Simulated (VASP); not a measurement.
# MgO (Fm-3m) in VASP: further runs

The runs below take MgO through single point, with LDA.

Program: VASP 6.6.1. These are calculated values, not measurements. Logs are shortened: lines on timing, memory, paths and dates and some standing lists are left out, and cuts for length are marked.

## (1) The cell of the first run

It takes space group Fm-3m (No. 225, cubic). The conventional cell has a = 4.248 Å, b = 4.248 Å, c = 4.248 Å, α = 90.00°, β = 90.00°, γ = 90.00°. Mg (site symmetry m-3m) has 6 O at 2.12 Å within 2.8 Å. Within 2.8 Å of O (site symmetry m-3m) lie 6 Mg at 2.12 Å.

## (2) Single point, LDA

The input, INCAR:

```
  PREC = Accurate
  ENCUT = 600
  EDIFF = 1E-6
  ISMEAR = 0
  SIGMA = 0.05
  LREAL = F
  LASPH = T
  NELM = 120
  ALGO = Normal
  ISIF = 2
  LWAVE = F
  LCHARG = F
  GGA = CA
  NBANDS = 11
  GGA_COMPAT = F
```

The input, KPOINTS:

```
Automatic mesh
0
Gamma
  4 4 4
```

The input, POSCAR:

```
MgO
1.0
    0.0000000000      2.1241500000      2.1241500000
    2.1241500000      0.0000000000      2.1241500000
    2.1241500000      2.1241500000      0.0000000000
Mg O
1 1
Direct
    0.0000000000      0.0000000000      0.0000000000
    0.5000000000      0.5000000000      0.5000000000
```

Potentials or basis: VASP PAW LDA potentials, release 64 (Mg, O).

On the command line:

```bash
> cat potpaw_LDA.64/Mg/POTCAR potpaw_LDA.64/O/POTCAR > POTCAR
> mpirun -np 1 vasp_std > vasp.out
```

OUTCAR:

```text
PREC = Accurate
   ENCUT = 600
   EDIFF = 1E-6
   ISMEAR = 0
   LREAL = F
   LASPH = T
   NELM = 120
   ISIF = 2
   GGA = CA

 ion  position               nearest neighbor table
   1  0.000  0.000  0.000-   2 2.12   2 2.12   2 2.12   2 2.12   2 2.12   2 2.12
   2  0.500  0.500  0.500-   1 2.12   1 2.12   1 2.12   1 2.12   1 2.12   1 2.12

  LATTYP: Found a face centered cubic cell.
 ALAT       =     4.2483000000

  Lattice vectors:

 A1 = (   0.0000000000,   2.1241500000,   2.1241500000)
 A2 = (   2.1241500000,   0.0000000000,   2.1241500000)
 A3 = (   2.1241500000,   2.1241500000,   0.0000000000)

Analysis of symmetry for initial positions (statically):
=====================================================================
 Subroutine PRICEL returns:
 Original cell was already a primitive cell.

 Routine SETGRP: Setting up the symmetry group for a
 face centered cubic supercell.

 Subroutine GETGRP returns: Found 48 space group operations
 (whereof 48 operations were pure point group operations)
 out of a pool of 48 trial point group operations.

The static configuration has the point symmetry O_h .

Analysis of symmetry for dynamics (positions and initial velocities):
=====================================================================
 Subroutine PRICEL returns:
 Original cell was already a primitive cell.

 Routine SETGRP: Setting up the symmetry group for a
 face centered cubic supercell.

 Subroutine GETGRP returns: Found 48 space group operations
 (whereof 48 operations were pure point group operations)
 out of a pool of 48 trial point group operations.

The dynamic configuration has the point symmetry O_h .

 Subroutine INISYM returns: Found 48 space group operations
 (whereof 48 operations are pure point group operations),
 and found     1 'primitive' translations

----------------------------------------------------------------------------------------

                                     Primitive cell

  volume of cell :      19.1684

  direct lattice vectors                    reciprocal lattice vectors
     0.000000000  2.124150000  2.124150000    -0.235388273  0.235388273  0.235388273
     2.124150000  0.000000000  2.124150000     0.235388273 -0.235388273  0.235388273
     2.124150000  2.124150000  0.000000000     0.235388273  0.235388273 -0.235388273

  length of vectors
     3.004001739  3.004001739  3.004001739     0.407704448  0.407704448  0.407704448

  position of ions in fractional coordinates (direct lattice)
     0.000000000  0.000000000  0.000000000
     0.500000000  0.500000000  0.500000000

  ion indices of the primitive-cell ions
   primitive index   ion index
                 1           1
                 2           2

----------------------------------------------------------------------------------------

 KPOINTS: Automatic mesh

Automatic generation of k-mesh.
 Grid dimensions read from file:
 generate k-points for:    4    4    4

 Generating k-lattice:

  Cartesian coordinates                     Fractional coordinates (reciprocal lattice)
    -0.058847068  0.058847068  0.058847068     0.250000000  0.000000000  0.000000000
     0.058847068 -0.058847068  0.058847068     0.000000000  0.250000000  0.000000000
     0.058847068  0.058847068 -0.058847068     0.000000000  0.000000000  0.250000000

  Length of vectors
     0.101926112  0.101926112  0.101926112

  Shift w.r.t. Gamma in fractional coordinates (k-lattice)
     0.000000000  0.000000000  0.000000000

 Subroutine IBZKPT returns following result:
 ===========================================

 Found      8 irreducible k-points:

 Following reciprocal coordinates:
            Coordinates               Weight
  0.000000  0.000000  0.000000      1.000000
  0.250000  0.000000  0.000000      8.000000
  0.500000  0.000000  0.000000      4.000000
  0.250000  0.250000  0.000000      6.000000
  0.500000  0.250000  0.000000     24.000000
 -0.250000  0.250000  0.000000     12.000000
  0.500000  0.500000  0.000000      3.000000
 -0.250000  0.500000  0.250000      6.000000
   k-points           NKPTS =      8   k-points in BZ     NKDIM =      8   number of bands    NBANDS=     11
   number of dos      NEDOS =    301   number of ions     NIONS =      2
   total plane-waves  NPLWV =  13824
   dimension x,y,z NGX =    24 NGY =   24 NGZ =   24
   dimension x,y,z NGXF=    48 NGYF=   48 NGZF=   48
   ions per type =               1   1
   NGX,Y,Z   is equivalent  to a cutoff of  13.28, 13.28, 13.28 a.u.
   NGXF,Y,Z  is equivalent  to a cutoff of  26.56, 26.56, 26.56 a.u.
 SYSTEM =  unknown system
   PREC   = accura    normal or accurate (medium, high low for compatibility)
   ISTART =      0    job   : 0-new  1-cont  2-samecut
   ICHARG =      2    charge: 1-file 2-atom 10-const
   ISPIN  =      1    spin polarized calculation?
   LNONCOLLINEAR =      F non collinear calculations
   LSORBIT =      F    spin-orbit coupling
   LASPH  =      T    aspherical Exc in radial PAW
   ENCUT  =  600.0 eV  44.10 Ry    6.64 a.u.   6.00  6.00  6.00*2*pi/ulx,y,z
   NELM   =    120;   NELMIN=  2; NELMDL= -5     # of ELM steps
   EDIFF  = 0.1E-05   stopping-criterion for ELM
   LREAL  =      F    real-space projection
   EDIFFG = 0.1E-04   stopping-criterion for IOM
   NSW    =      0    number of steps for IOM
   IBRION =     -1    ionic relax: 0-MD 1-quasi-New 2-CG
   NFREE  =      0    steps in history (QN), initial steepest desc. (CG)
   ISIF   =      2    stress and relaxation
   ISYM   =      2    0-nonsym 1-usesym 2-fastsym
   POTIM  = 0.5000    time-step for ionic-motion
   TEBEG  =    0.0;   TEEND  =   0.0 temperature during run
   PSTRESS=    0.0 pullay stress
   NELECT =       8.0000    total number of electrons
   NUPDOWN=      -1.0000    fix difference up-down
   EMIN   =  10.00;   EMAX   =-10.00  energy-range for DOS
   EFERMI =   0.00;   METHOD = LEGACY
   ISMEAR =     0;   SIGMA  =   0.05  broadening in eV -4-tet -1-fermi 0-gaus
   EFERMI_NEDOS =   21; number of points for ismear=-14 and -15
   IALGO  =     38    algorithm
   IMIX   =      4    mixing-type and parameters
     AMIX     =   0.40;   BMIX     =  1.00
     AMIX_MAG =   1.60;   BMIX_MAG =  1.00
  volume/ion in A,a.u.               =       9.58        64.68
  Fermi-wavevector in a.u.,A,eV,Ry     =   1.223422  2.311932 20.364678  1.496762
  Thomas-Fermi vector in A             =   2.358534
   LORBIT       =      0    0 simple, 1 ext, 2 COOP (PROOUT), +10 PAW based schemes
   GGA     = CA    functional components
   LHFCALC =     F    Hartree Fock is set to
   AEXX    =    0.0000 exact exchange contribution
   IVDW    =     0    specifies the selected vdW correction
   LEPSILON=     F    determine dielectric tensor
   LRPA    =     F    only Hartree local field effects (RPA)
 non-spin polarized calculation
 Gauss-broadening in eV      SIGMA  =   0.05
  energy-cutoff  :      600.00
  volume of cell :       19.17
 maximum number of plane-waves:       648
   NGX = 11   NGY = 11   NGZ = 11

 number of electron       8.0000004 magnetization

 Free energy of the ion-electron system (eV)
  ---------------------------------------------------
  ext. energy  EPLUGINS =         0.00000000
  ---------------------------------------------------
  free energy    TOTEN  =       -13.38591486 eV

  energy without entropy =      -13.38591486  energy(sigma->0) =      -13.38591486

 E-fermi :   3.0282     XC(G=0): -11.4662

 val. band max:        2.7021620881   @ k =   0.0000   0.0000   0.0000
 cond. band min:       7.1028765782   @ k =   0.0000   0.0000   0.0000
 fundamental gap:      4.4007144900
 Fermi energy:         3.0282406387

 k-point     1 :       0.0000    0.0000    0.0000
  band No.  band energies     occupation
      1     -14.1692      2.00000
      2       2.7022      2.00000
      3       2.7022      2.00000
      4       2.7022      2.00000
      5       7.1029      0.00000
      6      18.0745      0.00000
      7      18.0745      0.00000
      8      18.0745      0.00000
      9      22.0326      0.00000
     10      23.6445      0.00000
     11      23.6445      0.00000

 k-point     2 :       0.2500    0.0000    0.0000
  band No.  band energies     occupation
      1     -13.5821      2.00000
      2       0.0500      2.00000
      3       2.3692      2.00000
      4       2.3692      2.00000
      5       9.4411      0.00000
      6      14.8834      0.00000
      7      18.8416      0.00000
      8      18.8416      0.00000
      9      22.2185      0.00000
     10      22.2185      0.00000
     11      23.9151      0.00000

 k-point     3 :       0.5000    0.0000    0.0000
  band No.  band energies     occupation
      1     -12.8819      2.00000
      2      -1.8913      2.00000
      3       2.0643      2.00000
      4       2.0643      2.00000
      5      10.2646      0.00000
      6      14.8089      0.00000
      7      18.4260      0.00000
      8      18.4260      0.00000
      9      22.8677      0.00000
     10      24.5273      0.00000
     11      24.5273      0.00000

 k-point     4 :       0.2500    0.2500    0.0000
  band No.  band energies     occupation
      1     -13.4183      2.00000
      2       0.0839      2.00000
      3       1.9702      2.00000
      4       1.9702      2.00000
      5      10.3887      0.00000
      6      13.5596      0.00000
      7      17.5744      0.00000
      8      19.5895      0.00000
      9      19.5895      0.00000
     10      25.4853      0.00000
     11      29.0631      0.00000

 k-point     5 :       0.5000    0.2500    0.0000
  band No.  band energies     occupation
      1     -12.7610      2.00000
      2      -1.0923      2.00000
      3       0.8000      2.00000
      4       1.6957      2.00000
      5      12.0267      0.00000
      6      13.8443      0.00000
      7      15.4462      0.00000
      8      19.6979      0.00000
      9      20.8643      0.00000
     10      26.5147      0.00000
     11      28.6274      0.00000

 k-point     6 :      -0.2500    0.2500    0.0000
  band No.  band energies     occupation
      1     -12.9547      2.00000
      2      -0.7787      2.00000
      3       0.7173      2.00000
      4       2.0636      2.00000
      5      11.7932      0.00000
      6      14.1194      0.00000
      7      16.1186      0.00000
      8      19.5594      0.00000
      9      22.1756      0.00000
     10      23.0563      0.00000
     11      27.5677      0.00000

 k-point     7 :       0.5000    0.5000    0.0000
  band No.  band energies     occupation
      1     -12.6189      2.00000
      2      -1.3512      2.00000
      3       1.3631      2.00000
      4       1.3631      2.00000
      5      11.5538      0.00000
      6      12.1160      0.00000
      7      15.3225      0.00000
      8      20.9412      0.00000
      9      20.9412      0.00000
     10      27.2824      0.00000
     11      28.8815      0.00000

 k-point     8 :      -0.2500    0.5000    0.2500
  band No.  band energies     occupation
      1     -12.5665      2.00000
      2      -0.2327      2.00000
      3      -0.2327      2.00000
      4       0.9372      2.00000
      5      13.9720      0.00000
      6      13.9720      0.00000
      7      14.2664      0.00000
      8      17.6070      0.00000
      9      23.9609      0.00000
     10      23.9609      0.00000
     11      28.3064      0.00000

------------------------ aborting loop because EDIFF is reached ----------------------------------------

  FORCE on cell =-STRESS in cart. coord.  units (eV):
  Direction    XX          YY          ZZ          XY          YZ          ZX
  --------------------------------------------------------------------------------------
  -------------------------------------------------------------------------------------
  Total       -1.3779818     -1.3779818     -1.3779818      0.0000000     -0.0000000     -0.0000000
  in kB     -115.1777308   -115.1777308   -115.1777308      0.0000000     -0.0000000     -0.0000000
  external PRESSURE =    -115.1777308 kB  Pullay stress =       0.0000000 kB

 VOLUME and BASIS-vectors are now :
 -----------------------------------------------------------------------------
  energy-cutoff  :      600.00
  volume of cell :       19.17
      direct lattice vectors                 reciprocal lattice vectors
     0.000000000  2.124150000  2.124150000    -0.235388273  0.235388273  0.235388273
     2.124150000  0.000000000  2.124150000     0.235388273 -0.235388273  0.235388273
     2.124150000  2.124150000  0.000000000     0.235388273  0.235388273 -0.235388273

 POSITION                                       TOTAL-FORCE (eV/Angst)
 -----------------------------------------------------------------------------------
      0.00000      0.00000      0.00000         0.000000     -0.000000     -0.000000
      2.12415      2.12415      2.12415        -0.000000      0.000000      0.000000
 -----------------------------------------------------------------------------------
    total drift:                               -0.000000     -0.000000      0.000000

  FREE ENERGIE OF THE ION-ELECTRON SYSTEM (eV)
  ---------------------------------------------------
  free  energy   TOTEN  =       -13.3859148578 eV

  energy  without entropy=      -13.3859148578  energy(sigma->0) =      -13.38591486
```

Wall time 3.4 s (1 thread of AMD EPYC 9R45 (Zen 5), shared host); peak memory 0.09 GiB.

What came out:

```yaml
Free_energy: -13.3859 eV
Pressure: -11.5 GPa
Band_gap_on_the_k_mesh: 4.40 eV, direct
```

Levels at points of the mesh, in eV from the valence-band top:
| k point | band 1 | band 2 | band 3 | band 4 | band 5 | band 6 | band 7 | band 8 | band 9 |
| --- | --- | --- | --- | --- | --- | --- | --- | --- | --- |
| (0.00, 0.00, 0.00) | -16.87 | 0.00 | 0.00 | 0.00 | 4.40 | 15.37 | 15.37 | 15.37 | 19.33 |
| (0.50, 0.00, 0.00) | -15.58 | -4.59 | -0.64 | -0.64 | 7.56 | 12.11 | 15.72 | 15.72 | 20.17 |
| (0.50, 0.50, 0.00) | -15.32 | -4.05 | -1.34 | -1.34 | 8.85 | 9.41 | 12.62 | 18.24 | 18.24 |

Caveat: the k points lie up to 0.64 Å⁻¹ apart.

## (3) Single point, LDA

The input, INCAR:

```
SYSTEM = MgO
  ALGO = Normal
  EDIFF = 1E-6
  ENCUT = 600
  GGA = CA
  GGA_COMPAT = .FALSE.
  ISIF = 2
  ISMEAR = 0
  LASPH = .TRUE.
  LCHARG = .FALSE.
  LREAL = .FALSE.
  LWAVE = .FALSE.
  NBANDS = 11
  NELM = 120
  PREC = Accurate
  SIGMA = 0.05
```

The input, KPOINTS:

```
k-points
0
G
  8 8 8
  0 0 0
```

POSCAR is that of step 2.

Potentials or basis: VASP PAW LDA potentials, release 64 (Mg, O).

On the command line:

```bash
> cat potpaw_LDA.64/Mg/POTCAR potpaw_LDA.64/O/POTCAR > POTCAR
> mpirun -np 1 vasp_std > vasp.out
```

Run time: 6.2 s. Hardware: 1 thread of AMD EPYC 9R45 (Zen 5), shared host; peak memory 0.1 GiB.

It converged, with:

```
Free energy            : -13.3993 eV
Pressure               : -11.5 GPa
Band gap on the k mesh : 4.41 eV, direct
```

Levels at points of the mesh, in eV from the valence-band top:
| k point | band 1 | band 2 | band 3 | band 4 | band 5 | band 6 | band 7 | band 8 |
| --- | --- | --- | --- | --- | --- | --- | --- | --- |
| (0.00, 0.00, 0.00) | -16.87 | 0.00 | 0.00 | 0.00 | 4.41 | 15.39 | 15.39 | 15.39 |
| (0.50, 0.00, 0.00) | -15.58 | -4.59 | -0.64 | -0.64 | 7.58 | 12.11 | 15.74 | 15.74 |
| (0.50, 0.50, 0.00) | -15.32 | -4.05 | -1.34 | -1.34 | 8.87 | 9.43 | 12.63 | 18.25 |

[end of part 1 of 2]
